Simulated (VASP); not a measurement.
# BaS (Fm-3m) in VASP: notebook

The runs below take BaS through single point, with PBE, r2SCAN.

All numbers are computed with VASP 6.6.1; they aren't measurements. Logs are shortened: lines on timing, memory, paths and dates and some standing lists are left out, and cuts for length are marked.

## Step 1: The cell of the first run

The structure is cubic, space group Fm-3m (No. 225). Conventional cell: a = 6.424 Å, b = 6.424 Å, c = 6.424 Å, α = 90.00°, β = 90.00°, γ = 90.00°. Within 4.2 Å of Ba (site symmetry m-3m) lie 6 S at 3.21 Å. Within 4.2 Å of S (site symmetry m-3m) lie 6 Ba at 3.21 Å.

## Step 2: Single point, PBE

The input, INCAR:

```
  PREC = Accurate
  ENCUT = 520
  EDIFF = 1E-6
  ISMEAR = 0
  SIGMA = 0.01
  LREAL = F
  LASPH = T
  NELM = 80
  ALGO = Normal
  ISIF = 2
  LWAVE = F
  LCHARG = F
  GGA = PE
  NBANDS = 15
```

The input, KPOINTS:

```
regular mesh
0
Gamma
  4 4 4
```

The input, POSCAR:

```
BaS
1.0
    0.0000000000      3.2117958750      3.2117958750
    3.2117958750      0.0000000000      3.2117958750
    3.2117958750      3.2117958750      0.0000000000
Ba S
1 1
Direct
    0.0000000000      0.0000000000      0.0000000000
    0.5000000000      0.5000000000      0.5000000000
```

Potentials or basis: VASP PAW PBE potentials, release 64 (Ba_sv, S).

Launch:

```
> cat potpaw_PBE.64/Ba_sv/POTCAR potpaw_PBE.64/S/POTCAR > POTCAR
> mpirun -np 1 vasp_std > vasp.out
```

OUTCAR:

```text
PREC = Accurate
   ENCUT = 520
   EDIFF = 1E-6
   ISMEAR = 0
   LREAL = F
   LASPH = T
   NELM = 80
   ISIF = 2
   GGA = PE

 ion  position               nearest neighbor table
   1  0.000  0.000  0.000-   2 3.21   2 3.21   2 3.21   2 3.21   2 3.21   2 3.21
   2  0.500  0.500  0.500-   1 3.21   1 3.21   1 3.21   1 3.21   1 3.21   1 3.21

  LATTYP: Found a face centered cubic cell.
 ALAT       =     6.4235917500

  Lattice vectors:

 A1 = (   0.0000000000,   3.2117958750,   3.2117958750)
 A2 = (   3.2117958750,   0.0000000000,   3.2117958750)
 A3 = (   3.2117958750,   3.2117958750,   0.0000000000)

Analysis of symmetry for initial positions (statically):
=====================================================================
 Subroutine PRICEL returns:
 Original cell was already a primitive cell.

 Routine SETGRP: Setting up the symmetry group for a
 face centered cubic supercell.

 Subroutine GETGRP returns: Found 48 space group operations
 (whereof 48 operations were pure point group operations)
 out of a pool of 48 trial point group operations.

The static configuration has the point symmetry O_h .

Analysis of symmetry for dynamics (positions and initial velocities):
=====================================================================
 Subroutine PRICEL returns:
 Original cell was already a primitive cell.

 Routine SETGRP: Setting up the symmetry group for a
 face centered cubic supercell.

 Subroutine GETGRP returns: Found 48 space group operations
 (whereof 48 operations were pure point group operations)
 out of a pool of 48 trial point group operations.

The dynamic configuration has the point symmetry O_h .

 Subroutine INISYM returns: Found 48 space group operations
 (whereof 48 operations are pure point group operations),
 and found     1 'primitive' translations

----------------------------------------------------------------------------------------

                                     Primitive cell

  volume of cell :      66.2634

  direct lattice vectors                    reciprocal lattice vectors
     0.000000000  3.211795875  3.211795875    -0.155676145  0.155676145  0.155676145
     3.211795875  0.000000000  3.211795875     0.155676145 -0.155676145  0.155676145
     3.211795875  3.211795875  0.000000000     0.155676145  0.155676145 -0.155676145

  length of vectors
     4.542165286  4.542165286  4.542165286     0.269638992  0.269638992  0.269638992

  position of ions in fractional coordinates (direct lattice)
     0.000000000  0.000000000  0.000000000
     0.500000000  0.500000000  0.500000000

  ion indices of the primitive-cell ions
   primitive index   ion index
                 1           1
                 2           2

----------------------------------------------------------------------------------------

 KPOINTS: regular mesh

Automatic generation of k-mesh.
 Grid dimensions read from file:
 generate k-points for:    4    4    4

 Generating k-lattice:

  Cartesian coordinates                     Fractional coordinates (reciprocal lattice)
    -0.038919036  0.038919036  0.038919036     0.250000000  0.000000000  0.000000000
     0.038919036 -0.038919036  0.038919036     0.000000000  0.250000000  0.000000000
     0.038919036  0.038919036 -0.038919036     0.000000000  0.000000000  0.250000000

  Length of vectors
     0.067409748  0.067409748  0.067409748

  Shift w.r.t. Gamma in fractional coordinates (k-lattice)
     0.000000000  0.000000000  0.000000000

 Subroutine IBZKPT returns following result:
 ===========================================

 Found      8 irreducible k-points:

 Following reciprocal coordinates:
            Coordinates               Weight
  0.000000  0.000000  0.000000      1.000000
  0.250000  0.000000  0.000000      8.000000
  0.500000  0.000000  0.000000      4.000000
  0.250000  0.250000  0.000000      6.000000
  0.500000  0.250000  0.000000     24.000000
 -0.250000  0.250000  0.000000     12.000000
  0.500000  0.500000  0.000000      3.000000
 -0.250000  0.500000  0.250000      6.000000
   k-points           NKPTS =      8   k-points in BZ     NKDIM =      8   number of bands    NBANDS=     15
   number of dos      NEDOS =    301   number of ions     NIONS =      2
   total plane-waves  NPLWV =  46656
   dimension x,y,z NGX =    36 NGY =   36 NGZ =   36
   dimension x,y,z NGXF=    72 NGYF=   72 NGZF=   72
   ions per type =               1   1
   NGX,Y,Z   is equivalent  to a cutoff of  13.18, 13.18, 13.18 a.u.
   NGXF,Y,Z  is equivalent  to a cutoff of  26.35, 26.35, 26.35 a.u.
 SYSTEM =  unknown system
   PREC   = accura    normal or accurate (medium, high low for compatibility)
   ISTART =      0    job   : 0-new  1-cont  2-samecut
   ICHARG =      2    charge: 1-file 2-atom 10-const
   ISPIN  =      1    spin polarized calculation?
   LNONCOLLINEAR =      F non collinear calculations
   LSORBIT =      F    spin-orbit coupling
   LASPH  =      T    aspherical Exc in radial PAW
   ENCUT  =  520.0 eV  38.22 Ry    6.18 a.u.   8.45  8.45  8.45*2*pi/ulx,y,z
   NELM   =     80;   NELMIN=  2; NELMDL= -5     # of ELM steps
   EDIFF  = 0.1E-05   stopping-criterion for ELM
   LREAL  =      F    real-space projection
[... 7 lines left out ...]
   TEBEG  =    0.0;   TEEND  =   0.0 temperature during run
   PSTRESS=    0.0 pullay stress
   NELECT =      16.0000    total number of electrons
   NUPDOWN=      -1.0000    fix difference up-down
   EMIN   =  10.00;   EMAX   =-10.00  energy-range for DOS
   EFERMI =   0.00;   METHOD = LEGACY
   ISMEAR =     0;   SIGMA  =   0.01  broadening in eV -4-tet -1-fermi 0-gaus
   EFERMI_NEDOS =   21; number of points for ismear=-14 and -15
   IALGO  =     38    algorithm
   IMIX   =      4    mixing-type and parameters
     AMIX     =   0.40;   BMIX     =  1.00
     AMIX_MAG =   1.60;   BMIX_MAG =  1.00
  volume/ion in A,a.u.               =      33.13       223.58
  Fermi-wavevector in a.u.,A,eV,Ry     =   1.019429  1.926441 14.139651  1.039235
  Thomas-Fermi vector in A             =   2.152942
   LORBIT       =      0    0 simple, 1 ext, 2 COOP (PROOUT), +10 PAW based schemes
   GGA     = PE    functional components
   LHFCALC =     F    Hartree Fock is set to
   AEXX    =    0.0000 exact exchange contribution
   IVDW    =     0    specifies the selected vdW correction
   LEPSILON=     F    determine dielectric tensor
   LRPA    =     F    only Hartree local field effects (RPA)
 non-spin polarized calculation
 Gauss-broadening in eV      SIGMA  =   0.01
  energy-cutoff  :      520.00
  volume of cell :       66.26
 maximum number of plane-waves:      1812
 NGX is ok and might be reduce to    36
   NGX = 17   NGY = 17   NGZ = 17

 number of electron      16.0000002 magnetization

 Free energy of the ion-electron system (eV)
  ---------------------------------------------------
  ext. energy  EPLUGINS =         0.00000000
  ---------------------------------------------------
  free energy    TOTEN  =       -10.18731224 eV

  energy without entropy =      -10.18731224  energy(sigma->0) =      -10.18731224

 E-fermi :   1.4382     XC(G=0):  -8.5541

 val. band max:        1.3729927493   @ k =   0.0000   0.0000   0.0000
 cond. band min:       3.5030410411   @ k =   0.5000   0.5000   0.0000
 fundamental gap:      2.1300482918
 Fermi energy:         1.4381671799

 k-point     1 :       0.0000    0.0000    0.0000
  band No.  band energies     occupation
      1     -24.7635      2.00000
      2      -9.8207      2.00000
      3      -9.8207      2.00000
      4      -9.8207      2.00000
      5      -8.9604      2.00000
      6       1.3730      2.00000
      7       1.3730      2.00000
      8       1.3730      2.00000
      9       4.8875      0.00000
     10       5.2332      0.00000
     11       5.2332      0.00000
     12       5.2332      0.00000
     13       6.1414      0.00000
     14       6.1414      0.00000
     15      10.0753      0.00000

 k-point     2 :       0.2500    0.0000    0.0000
  band No.  band energies     occupation
      1     -24.7430      2.00000
      2     -10.4930      2.00000
      3      -9.8392      2.00000
      4      -9.8392      2.00000
      5      -8.2401      2.00000
      6       0.2442      2.00000
      7       0.7657      2.00000
      8       0.7657      2.00000
      9       5.4551      0.00000
     10       6.1012      0.00000
     11       6.1012      0.00000
     12       6.6580      0.00000
     13       7.6940      0.00000
     14       7.6940      0.00000
     15      11.8703      0.00000

 k-point     3 :       0.5000    0.0000    0.0000
  band No.  band energies     occupation
      1     -24.7224      2.00000
      2     -10.8821      2.00000
      3      -9.8574      2.00000
      4      -9.8574      2.00000
      5      -7.7967      2.00000
      6      -0.5284      2.00000
      7       0.3173      2.00000
      8       0.3173      2.00000
      9       6.8534      0.00000
     10       7.0089      0.00000
     11       7.6094      0.00000
     12       7.6094      0.00000
     13      10.1687      0.00000
     14      10.1690      0.00000
     15      10.2909      0.00000
[... 55 lines left out ...]
 k-point     7 :       0.5000    0.5000    0.0000
  band No.  band energies     occupation
      1     -24.7104      2.00000
      2     -10.2748      2.00000
      3     -10.0001      2.00000
      4     -10.0001      2.00000
      5      -8.8662      2.00000
      6       0.8299      2.00000
      7       1.2274      2.00000
      8       1.2274      2.00000
      9       3.5030      0.00000
     10       7.2574      0.00000
     11       7.2923      0.00000
     12       8.7692      0.00000
     13       8.7692      0.00000
     14       8.9108      0.00000
     15       9.8334      0.00000

 k-point     8 :      -0.2500    0.5000    0.2500
  band No.  band energies     occupation
      1     -24.7100      2.00000
      2     -10.3080      2.00000
      3     -10.1401      2.00000
      4     -10.1401      2.00000
      5      -8.3725      2.00000
      6       0.2798      2.00000
      7       0.8718      2.00000
      8       0.8718      2.00000
      9       5.6397      0.00000
     10       5.6397      0.00000
     11       7.5763      0.00000
     12       8.1766      0.00000
     13       8.7918      0.00000
     14      10.7531      0.00000
     15      11.8797      0.00000

------------------------ aborting loop because EDIFF is reached ----------------------------------------

  FORCE on cell =-STRESS in cart. coord.  units (eV):
  Direction    XX          YY          ZZ          XY          YZ          ZX
  --------------------------------------------------------------------------------------
  -------------------------------------------------------------------------------------
  Total        0.2838399      0.2838399      0.2838399     -0.0000000     -0.0000000      0.0000000
  in kB        6.8629403      6.8629403      6.8629403     -0.0000000     -0.0000000      0.0000000
  external PRESSURE =       6.8629403 kB  Pullay stress =       0.0000000 kB

 VOLUME and BASIS-vectors are now :
 -----------------------------------------------------------------------------
  energy-cutoff  :      520.00
  volume of cell :       66.26
      direct lattice vectors                 reciprocal lattice vectors
     0.000000000  3.211795875  3.211795875    -0.155676145  0.155676145  0.155676145
     3.211795875  0.000000000  3.211795875     0.155676145 -0.155676145  0.155676145
     3.211795875  3.211795875  0.000000000     0.155676145  0.155676145 -0.155676145

 POSITION                                       TOTAL-FORCE (eV/Angst)
 -----------------------------------------------------------------------------------
      0.00000      0.00000      0.00000         0.000000      0.000000      0.000000
      3.21180      3.21180      3.21180        -0.000000     -0.000000     -0.000000
 -----------------------------------------------------------------------------------
    total drift:                                0.000000      0.000000      0.000000

  FREE ENERGIE OF THE ION-ELECTRON SYSTEM (eV)
  ---------------------------------------------------
  free  energy   TOTEN  =       -10.1873122358 eV

  energy  without entropy=      -10.1873122358  energy(sigma->0) =      -10.18731224
```

Wall time 8.1 s (1 thread of Intel Xeon 6975P-C (Granite Rapids), shared host); peak memory 0.19 GiB.

Results:

```
Free energy            : -10.1873 eV
Pressure               : 0.7 GPa
Band gap on the k mesh : 2.13 eV (least direct gap 2.28 eV)
```

Levels at points of the mesh, in eV from the valence-band top:
```csv
k point,band 6,band 7,band 8,band 9,band 10,band 11
"(0.00, 0.00, 0.00)",0.00,0.00,0.00,3.51,3.86,3.86
"(0.50, 0.00, 0.00)",-1.90,-1.06,-1.06,5.48,5.64,6.24
"(0.50, 0.50, 0.00)",-0.54,-0.15,-0.15,2.13,5.88,5.92
```

Caveat: the k points lie up to 0.42 Å⁻¹ apart; spin-orbit coupling is left out, which moves the levels of the heavy elements. A k mesh can miss the band edges.

## Step 3: Single point, PBE

This run uses another cell than the first one, of 33.22 Å³/atom.

The input, INCAR:

```
PREC = Accurate
ENCUT = 520
EDIFF = 1E-6
ISMEAR = -1
SIGMA = 0.02
LREAL = False
LASPH = True
NELM = 60
ALGO = Normal
ISIF = 2
LWAVE = False
LCHARG = True
GGA = PE
LELF = True
LVHAR = True
NBANDS = 15
```

The input, KPOINTS:

```
Automatic mesh
0
Gamma
  6 6 6
```

The input, POSCAR:

```
BaS
1.0
    0.0000000000      3.2147893178      3.2147893178
    3.2147893178      0.0000000000      3.2147893178
    3.2147893178      3.2147893178      0.0000000000
Ba S
1 1
Direct
    0.0000000000      0.0000000000      0.0000000000
    0.5000000000      0.5000000000      0.5000000000
```

Potentials or basis: VASP PAW PBE potentials, release 64 (Ba_sv, S).

Launch:

```
> cat potpaw_PBE.64/Ba_sv/POTCAR potpaw_PBE.64/S/POTCAR > POTCAR
> mpirun -np 1 vasp_std > vasp.out
```

Run time: 14 s. Hardware: 1 thread of Intel Xeon 6975P-C (Granite Rapids), shared host; peak memory 0.2 GiB.

The run converged. Its results:

* Free energy: -10.1926 eV
* Pressure: 0.5 GPa
* Band gap on the k mesh: 2.14 eV (least direct gap 2.29 eV)

Levels at points of the mesh, in eV from the valence-band top:
```tsv
k point	band 5	band 6	band 7	band 8	band 9	band 10	band 11	band 12
(0.00, 0.00, 0.00)	-10.33	0.00	0.00	0.00	3.50	3.87	3.87	3.87
(0.50, 0.00, 0.00)	-9.18	-1.89	-1.05	-1.05	5.47	5.63	6.23	6.23
(0.50, 0.50, 0.00)	-10.24	-0.54	-0.15	-0.15	2.14	5.88	5.91	7.39
```

Caveat: spin-orbit coupling is left out, which moves the levels of the heavy elements.

## Step 4: Single point, r2SCAN

The input, POSCAR:

```
BaS
1.0
    0.0000000000      3.2117958750      3.2117958750
    3.2117958750      0.0000000000      3.2117958750
    3.2117958750      3.2117958750      0.0000000000
Ba S
1 1
Direct
    0.0000000000      0.0000000000      0.0000000000
    0.5000000000      0.5000000000      0.5000000000
```

The input, INCAR.step1:

```
SYSTEM = BaS
ALGO = Normal
EDIFF = 1E-4
ENCUT = 520
GGA = PE
ISMEAR = -1
LASPH = .TRUE.
LCHARG = .FALSE.
LREAL = .FALSE.
LWAVE = .TRUE.
NBANDS = 15
NELM = 80
PREC = Accurate
SIGMA = 0.02
```

The input, INCAR.step2:

```
SYSTEM = BaS
ALGO = Normal
EDIFF = 1E-7
ENCUT = 520
ISIF = 2
ISMEAR = -1
ISTART = 1
LASPH = .TRUE.
LCHARG = .TRUE.
LELF = .TRUE.
LMIXTAU = .TRUE.
LREAL = .FALSE.
LVHAR = .TRUE.
LWAVE = .FALSE.
METAGGA = R2SCAN
NBANDS = 15
NELM = 80
PREC = Accurate
SIGMA = 0.02
```

The input, KPOINTS:

```
k-points
0
G
  6 6 6
  0 0 0
```

Launch:

```
> cat potpaw_PBE.64/Ba_sv/POTCAR potpaw_PBE.64/S/POTCAR > POTCAR
> cp INCAR.step1 INCAR
> mpirun -np 1 vasp_std > vasp.out
> cp INCAR.step2 INCAR
> mpirun -np 1 vasp_std > vasp.out
```

Run time: 49 s. Hardware: 1 thread of Intel Xeon 6975P-C (Granite Rapids), shared host; peak memory 0.22 GiB.

It converged, with:

```
Free energy            : -39.2053 eV
Pressure               : 0.6 GPa
Band gap on the k mesh : 2.49 eV (least direct gap 2.63 eV)
```

Levels at points of the mesh, in eV from the valence-band top:
```
           k point  band 4  band 5  band 6  band 7  band 8  band 9  band 10  band 11  band 12  band 13
(0.00, 0.00, 0.00)  -11.50  -10.77    0.00    0.00    0.00    4.13     4.30     4.30     4.30     5.32
(0.50, 0.00, 0.00)  -11.54   -9.51   -1.88   -1.05   -1.05    5.98     6.08     6.79     6.79     9.50
(0.50, 0.50, 0.00)  -11.68  -10.68   -0.54   -0.14   -0.14    2.49     6.48     6.62     7.95     7.95
```

Caveat: the PAW data sets were made with another functional, which shifts forces and pressure a little; spin-orbit coupling is left out, which moves the levels of the heavy elements.

## Step 5: Single point, PBE

The input, INCAR:

```
SYSTEM = BaS
PREC = Accurate ; ENCUT = 520
EDIFF = 1E-6 ; ISMEAR = -1
SIGMA = 0.02 ; LREAL = .False.
LASPH = .True. ; NELM = 100
ALGO = Normal ; ISIF = 2
LWAVE = .False. ; LCHARG = .False.
GGA = PE ; NBANDS = 15
```

The input, KPOINTS:

```
regular mesh
0
Gamma
  8 8 8
  0 0 0
```

POSCAR is that of step 4.

Potentials or basis: VASP PAW PBE potentials, release 64 (Ba_sv, S).

Launch:

```
> cat potpaw_PBE.64/Ba_sv/POTCAR potpaw_PBE.64/S/POTCAR > POTCAR
> mpirun -np 1 vasp_std > vasp.out
```

OUTCAR:

```text
SYSTEM = BaS
   PREC = Accurate
   ENCUT = 520
   EDIFF = 1E-6
   ISMEAR = -1
   LREAL = .False.
   LASPH = .True.
   NELM = 100
   ISIF = 2
   GGA = PE

 ion  position               nearest neighbor table
   1  0.000  0.000  0.000-   2 3.21   2 3.21   2 3.21   2 3.21   2 3.21   2 3.21
   2  0.500  0.500  0.500-   1 3.21   1 3.21   1 3.21   1 3.21   1 3.21   1 3.21

  LATTYP: Found a face centered cubic cell.
 ALAT       =     6.4235917500

  Lattice vectors:

[... 617 lines left out ...]
 [... further k-points ...]

------------------------ aborting loop because EDIFF is reached ----------------------------------------

  FORCE on cell =-STRESS in cart. coord.  units (eV):
  Direction    XX          YY          ZZ          XY          YZ          ZX
  --------------------------------------------------------------------------------------
  -------------------------------------------------------------------------------------
  Total        0.2685377      0.2685377      0.2685377     -0.0000000      0.0000000      0.0000000
  in kB        6.4929493      6.4929493      6.4929493     -0.0000000      0.0000000      0.0000000
  external PRESSURE =       6.4929493 kB  Pullay stress =       0.0000000 kB

 VOLUME and BASIS-vectors are now :
 -----------------------------------------------------------------------------
  energy-cutoff  :      520.00
  volume of cell :       66.26
      direct lattice vectors                 reciprocal lattice vectors
     0.000000000  3.211795875  3.211795875    -0.155676145  0.155676145  0.155676145
     3.211795875  0.000000000  3.211795875     0.155676145 -0.155676145  0.155676145
     3.211795875  3.211795875  0.000000000     0.155676145  0.155676145 -0.155676145

 POSITION                                       TOTAL-FORCE (eV/Angst)
 -----------------------------------------------------------------------------------
      0.00000      0.00000      0.00000         0.000000      0.000000     -0.000000
      3.21180      3.21180      3.21180         0.000000      0.000000      0.000000
 -----------------------------------------------------------------------------------
    total drift:                                0.000000      0.000000      0.000000

  FREE ENERGIE OF THE ION-ELECTRON SYSTEM (eV)
  ---------------------------------------------------
  free  energy   TOTEN  =       -10.1920687078 eV

  energy  without entropy=      -10.1920687078  energy(sigma->0) =      -10.19206871
```

Run time: 15 s. Hardware: 1 thread of Intel Xeon 6975P-C (Granite Rapids), shared host; peak memory 0.21 GiB.

What came out:

| Property | Result |
| --- | --- |
| Free energy | -10.1921 eV |
| Pressure | 0.6 GPa |
| Band gap on the k mesh | 2.13 eV (least direct gap 2.28 eV) |

Caveat: spin-orbit coupling is left out, which moves the levels of the heavy elements. A k mesh can miss the band edges.

## Step 6: The runs side by side

```csv
level,cell,k mesh,smearing,gap on the mesh (eV),pressure (GPa)
PBE,"a = 4.542 Å, angles 60.0°, 2 atoms",4 × 4 × 4,gaussian 0.01 eV,2.13,0.7
PBE,"a = 4.546 Å, angles 60.0°, 2 atoms",6 × 6 × 6,fermi-dirac 0.02 eV,2.14,0.5
r2SCAN,"a = 4.542 Å, angles 60.0°, 2 atoms",6 × 6 × 6,fermi-dirac 0.02 eV,2.49,0.6
PBE,"a = 4.542 Å, angles 60.0°, 2 atoms",8 × 8 × 8,fermi-dirac 0.02 eV,2.13,0.6
```

Alike in all rows: task single point; potentials or basis VASP PAW PBE potentials, release 64 (Ba_sv, S); no spin polarisation; cutoff (eV) 520.

Caveats: some runs use coarse meshes; spin-orbit coupling is left out, which moves the levels of the heavy elements; the PAW data sets were made with another functional, which shifts forces and pressure a little (at least some runs).

Total energies depend on the potentials used, so only differences within one code and one set of settings carry meaning.
